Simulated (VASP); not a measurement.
# Zr2SiC2 (I4/mmm) in VASP: notebook

Zr2SiC2 is run at these levels: PBE; tasks: relaxation of cell and atoms, single point.

Everything below comes from runs of VASP 6.6.1. Logs are shortened: lines on timing, memory, paths and dates and some standing lists are left out, and cuts for length are marked.

**1. The cell of the first run**

Symmetry: I4/mmm, No. 139, tetragonal system. The conventional cell has a = 4.054 Å, b = 4.054 Å, c = 9.418 Å, α = 90.00°, β = 90.00°, γ = 90.00°. Zr (site symmetry 4mm) has 1 Zr at 2.33 Å and 4 C at 2.35 Å and 4 Si at 3.09 Å within 3.1 Å. Si (site symmetry 4/mmm) has 10 Zr at 3.09 to 3.55 Å and 8 C at 3.11 Å and 4 Si at 4.05 Å within 4.1 Å. Within 3.2 Å of C (site symmetry -4m2) lie 4 Zr at 2.35 Å and 4 C at 2.87 Å and 4 Si at 3.11 Å.

The cell was built from a structure type or drawn by symmetry, and may not be a known phase.

**2. Relaxation of cell and atoms, PBE**

The input, INCAR:

```
SYSTEM = Zr2SiC2
  ALGO = Normal
  EDIFF = 1E-6
  EDIFFG = -0.04
  ENCUT = 600
  GGA = PE
  IBRION = 2
  ISIF = 3
  ISMEAR = 0
  LASPH = .TRUE.
  LCHARG = .FALSE.
  LREAL = .FALSE.
  LWAVE = .FALSE.
  NELM = 80
  NSW = 90
  PREC = Accurate
  SIGMA = 0.1
```

The input, KPOINTS:

```
k-points
0
G
  6 6 6
  0 0 0
```

The input, POSCAR:

```
Zr2SiC2
1.0
   -2.0268230700      2.0268230700      4.7089077400
    2.0268230700     -2.0268230700      4.7089077400
    2.0268230700      2.0268230700     -4.7089077400
Zr Si C
2 1 2
Direct
    0.6235380200      0.6235380200      0.0000000000
    0.3764619800      0.3764619800      0.0000000000
    0.0000000000      0.0000000000      0.0000000000
    0.2500000000      0.7500000000      0.5000000000
    0.7500000000      0.2500000000      0.5000000000
```

Potentials or basis: VASP PAW PBE potentials, release 64 (Zr_sv, Si, C).

The run is started by

```sh
cat potpaw_PBE.64/Zr_sv/POTCAR potpaw_PBE.64/Si/POTCAR potpaw_PBE.64/C/POTCAR > POTCAR
mpirun -np 1 vasp_std > vasp.out
```

OUTCAR:

```text
SYSTEM = Zr2SiC2
   EDIFF = 1E-6
   EDIFFG = -0.04
   ENCUT = 600
   GGA = PE
   IBRION = 2
   ISIF = 3
   ISMEAR = 0
   LASPH = .TRUE.
   LREAL = .FALSE.
   NELM = 80
   NSW = 90
   PREC = Accurate

 ion  position               nearest neighbor table
   1  0.624  0.624  0.000-   2 2.33   5 2.35   4 2.35   4 2.35   5 2.35   3 3.09   3 3.09   3 3.09
                             3 3.09   2 3.73   2 3.73   2 3.73   2 3.73
   2  0.376  0.376  0.000-   1 2.33   4 2.35   5 2.35   4 2.35   5 2.35   3 3.09   3 3.09   3 3.09
                             3 3.09   1 3.73   1 3.73   1 3.73   1 3.73
   3  0.000  0.000  0.000-   1 3.09   1 3.09   1 3.09   2 3.09   1 3.09   2 3.09   2 3.09   2 3.09

   4  0.250  0.750  0.500-   2 2.35   1 2.35   2 2.35   1 2.35
   5  0.750  0.250  0.500-   2 2.35   1 2.35   2 2.35   1 2.35

  LATTYP: Found a body centered tetragonal cell.
 ALAT       =     4.0536461400
 C/A-ratio  =     2.3232949189

  Lattice vectors:

 A1 = (  -2.0268230700,   2.0268230700,   4.7089077400)
 A2 = (   2.0268230700,  -2.0268230700,   4.7089077400)
 A3 = (   2.0268230700,   2.0268230700,  -4.7089077400)

Analysis of symmetry for initial positions (statically):
=====================================================================
 Subroutine PRICEL returns:
 Original cell was already a primitive cell.

 Routine SETGRP: Setting up the symmetry group for a
 body centered tetragonal supercell.

 Subroutine GETGRP returns: Found 16 space group operations
 (whereof 16 operations were pure point group operations)
 out of a pool of 16 trial point group operations.

The static configuration has the point symmetry D_4h.

Analysis of symmetry for dynamics (positions and initial velocities):
=====================================================================
 Subroutine PRICEL returns:
 Original cell was already a primitive cell.

 Routine SETGRP: Setting up the symmetry group for a
 body centered tetragonal supercell.

 Subroutine GETGRP returns: Found 16 space group operations
 (whereof 16 operations were pure point group operations)
 out of a pool of 16 trial point group operations.

The dynamic configuration has the point symmetry D_4h.

 Subroutine INISYM returns: Found 16 space group operations
 (whereof 16 operations are pure point group operations),
 and found     1 'primitive' translations

[... 123 lines left out ...]
  Thomas-Fermi vector in A             =   2.401632
   LORBIT       =      0    0 simple, 1 ext, 2 COOP (PROOUT), +10 PAW based schemes
   GGA     = PE    functional components
   LHFCALC =     F    Hartree Fock is set to
   AEXX    =    0.0000 exact exchange contribution
   IVDW    =     0    specifies the selected vdW correction
   LEPSILON=     F    determine dielectric tensor
   LRPA    =     F    only Hartree local field effects (RPA)
 conjugate gradient relaxation of ions
 non-spin polarized calculation
 Gauss-broadening in eV      SIGMA  =   0.10
  energy-cutoff  :      600.00
  volume of cell :       77.38
 maximum number of plane-waves:      2610
 NGX is ok and might be reduce to    48
   NGX = 23   NGY = 23   NGZ = 23

--------------------------------------- Ionic step        1  -------------------------------------------

 number of electron      36.0000000 magnetization

 Free energy of the ion-electron system (eV)
  ---------------------------------------------------
  ext. energy  EPLUGINS =         0.00000000
  ---------------------------------------------------
  free energy    TOTEN  =       -35.96730926 eV

  energy without entropy =      -35.93794075  energy(sigma->0) =      -35.95262501

------------------------ aborting loop because EDIFF is reached ----------------------------------------

  FORCE on cell =-STRESS in cart. coord.  units (eV):
  Direction    XX          YY          ZZ          XY          YZ          ZX
  --------------------------------------------------------------------------------------
  -------------------------------------------------------------------------------------
  Total       -7.9403784     -7.9403784      8.3375370      0.0000000     -0.0000000      0.0000000
  in kB     -164.4144308   -164.4144308    172.6380427      0.0000000     -0.0000000      0.0000000
  external PRESSURE =     -52.0636063 kB  Pullay stress =       0.0000000 kB
[... 98 lines left out ...]
  FREE ENERGIE OF THE ION-ELECTRON SYSTEM (eV)
  ---------------------------------------------------
  free  energy   TOTEN  =       -39.1733502466 eV

  energy  without entropy=      -39.1623733704  energy(sigma->0) =      -39.16786181

[... ionic steps 4 to 9 ...]

--------------------------------------- Ionic step       10  -------------------------------------------

 number of electron      36.0000000 magnetization

------------------------ aborting loop because EDIFF is reached ----------------------------------------
[... 73 lines left out ...]
--------------------------------------- Ionic step       12  -------------------------------------------

 number of electron      36.0000000 magnetization

 Free energy of the ion-electron system (eV)
  ---------------------------------------------------
  ext. energy  EPLUGINS =         0.00000000
  ---------------------------------------------------
  free energy    TOTEN  =       -39.61451010 eV

  energy without entropy =      -39.59741494  energy(sigma->0) =      -39.60596252

 E-fermi :   7.4269     XC(G=0): -10.7725

 val. band max:        7.4167498264   @ k =  -0.3333   0.3333   0.1667
 cond. band min:       7.4587145727   @ k =  -0.1667   0.1667   0.1667
 fundamental gap:      0.0419647463
 Fermi energy:         7.4269490829

 k-point     1 :       0.0000    0.0000    0.0000
  band No.  band energies     occupation
      1     -41.0542      2.00000
      2     -40.9647      2.00000
      3     -19.3909      2.00000
      4     -19.2681      2.00000
      5     -19.2681      2.00000
      6     -19.0184      2.00000
[... 589 lines left out ...]
     21       9.0962      0.00000
     22       9.5313      0.00000

 [... further k-points ...]

------------------------ aborting loop because EDIFF is reached ----------------------------------------

  FORCE on cell =-STRESS in cart. coord.  units (eV):
  Direction    XX          YY          ZZ          XY          YZ          ZX
  --------------------------------------------------------------------------------------
  -------------------------------------------------------------------------------------
  Total       -0.1007733     -0.1007733     -0.0297394      0.0000000      0.0000000      0.0000000
  in kB       -1.9590042     -1.9590042     -0.5781246      0.0000000      0.0000000      0.0000000
  external PRESSURE =      -1.4987110 kB  Pullay stress =       0.0000000 kB
[... 20 lines left out ...]
  FREE ENERGIE OF THE ION-ELECTRON SYSTEM (eV)
  ---------------------------------------------------
  free  energy   TOTEN  =       -39.6145101004 eV

  energy  without entropy=      -39.5974149418  energy(sigma->0) =      -39.60596252

 reached required accuracy - stopping structural energy minimisation
```

CONTCAR:

```text
Zr2SiC2
   1.00000000000000
    -2.0117751976984892    2.0117751976984892    5.0909870020742396
     2.0117751976984892   -2.0117751976984892    5.0909870020742396
     2.0117751976984892    2.0117751976984892   -5.0909870020742396
  Zr              Si              C
     2     1     2
Direct
     0.6665779259494293    0.6665779259494293    0.0000000000000000
     0.3334220740505707    0.3334220740505707    1.0000000000000000
     0.0000000000000000    0.0000000000000000    0.0000000000000000
     0.2500000000000000    0.7500000000000000    0.5000000000000000
     0.7500000000000000    0.2500000000000000    0.5000000000000000

  0.00000000E+00  0.00000000E+00  0.00000000E+00
  0.00000000E+00  0.00000000E+00  0.00000000E+00
  0.00000000E+00  0.00000000E+00  0.00000000E+00
  0.00000000E+00  0.00000000E+00  0.00000000E+00
  0.00000000E+00  0.00000000E+00  0.00000000E+00
```

It took 5.2 min on 1 thread of Intel Xeon 6975P-C (Granite Rapids), shared host; peak memory 0.36 GiB.

Results:

* Free energy: -39.6145 eV
* Relaxed volume: 16.48 Å³/atom
* Relaxed cell: a = 5.832 Å, b = 5.832 Å, c = 5.832 Å, α = 139.64°, β = 139.64°, γ = 58.40°
* Space group after relaxing (to 0.1 Å): I4/mmm (No. 139)
* Energy gained by relaxing: 729.4 meV/atom
* Ionic steps: 12
* Pressure after relaxing: -0.1 GPa
* Largest force after relaxing: 0.013 eV/Å
* Band gap on the k mesh: zero (bands 18 and 19 overlap by 0.88 eV)

Forces on the atoms (eV/Å):
```
Zr   0.000  0.000 -0.013
Zr   0.000  0.000  0.013
Si   0.000  0.000  0.000
C    0.000  0.000  0.000
C    0.000  0.000  0.000
```

The path:
```
step  energy change (eV)  largest force (eV/Å)  pressure (GPa)  volume (Å³)
   1              0.0000                7.9007           -5.21        77.38
   2             -2.7025                2.5603           26.84        71.28
   3             -3.2060                0.7461           13.10        72.94
   4             -3.5893                0.7244           -4.09        84.71
   5             -3.6074                0.6940           -1.55        82.38
   6             -3.6372                0.0777            0.61        82.25
   7             -3.6372                0.0569            0.55        82.26
   8             -3.6441                0.0026           -0.44        82.84
   9             -3.6445                0.0230           -0.75        83.02
  10             -3.6468                0.0851            0.09        82.43
  11             -3.6469                0.0792            0.06        82.46
  12             -3.6472                0.0130           -0.15        82.42
```

Final structure:
```
Zr Si C
1.0
    -2.01178    2.01178    5.09099
     2.01178   -2.01178    5.09099
     2.01178    2.01178   -5.09099
Zr Si C
2 1 2
Cartesian
  0.0000 0.0000 6.7871
  2.0118 2.0118 -1.6961
  0.0000 0.0000 0.0000
  2.0118 0.0000 2.5455
  0.0000 2.0118 2.5455
```

[end of part 1 of 2]
